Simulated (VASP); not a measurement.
Write the native input for VASP 6.6.1 that does the following.

```
Task                   : single point
Functional             : PBE
Potentials or basis    : VASP PAW PBE potentials, release 64 (K_sv, Ag, Sb)
Cutoff                 : 520 eV
k mesh                 : 8 × 8 × 4
Occupations            : gaussian, width 0.1 eV
Spin                   : no spin polarisation
Dipole correction      : no
Further INCAR settings : ALGO = Fast; EDIFF = 1e-07; NBANDS = 44
```

The structure of KAg4Sb3 lies in POSCAR:

```
KAg4Sb3
1.0
    4.8962083235      0.0000000000      0.0000000000
    0.0000000000      4.8962083235      0.0000000000
    0.0000000000      0.0000000000      8.7932320884
K Ag Sb
1 4 3
Direct
    0.0000000000      0.0000000000      0.5000000000
    0.0000000000      0.5000000000      0.1751219464
    0.5000000000      0.0000000000      0.1751219464
    0.0000000000      0.5000000000      0.8248780536
    0.5000000000      0.0000000000      0.8248780536
    0.5000000000      0.5000000000      0.3371301800
    0.5000000000      0.5000000000      0.6628698200
    0.0000000000      0.0000000000      0.0000000000
```

The cell was built from a structure type or drawn by symmetry, and may not be a known phase.

These files were run (other wordings do the same):

INCAR

```
SYSTEM = KAg4Sb3
PREC = Accurate ; ENCUT = 520
EDIFF = 1E-7 ; ISMEAR = 0
SIGMA = 0.1 ; LREAL = .False.
LASPH = .True. ; NELM = 100
ALGO = Fast ; ISIF = 2
LWAVE = .False. ; LCHARG = .True.
GGA = PE ; LELF = .True.
LVHAR = .True. ; NBANDS = 44
```

KPOINTS

```
regular mesh
0
Gamma
  8 8 4
  0 0 0
```

Potentials or basis: VASP PAW PBE potentials, release 64 (K_sv, Ag, Sb).

The run is started by

```sh
$ cat potpaw_PBE.64/K_sv/POTCAR potpaw_PBE.64/Ag/POTCAR potpaw_PBE.64/Sb/POTCAR > POTCAR
$ mpirun -np 1 vasp_std > vasp.out
```

It gave:

The pressure is -0.1 GPa, the largest force is 0.023 eV/Å and the band gap on the k mesh is zero (bands 34 and 35 overlap by 2.61 eV).

Caveat: spin-orbit coupling is left out, which moves the levels of the heavy elements.

Run time: 10 min on 1 thread of Intel(R) Xeon(R) Platinum 8259CL CPU @ 2.50GHz (Skylake/Cascade Lake), on a shared host, peak memory 0.53 GiB.
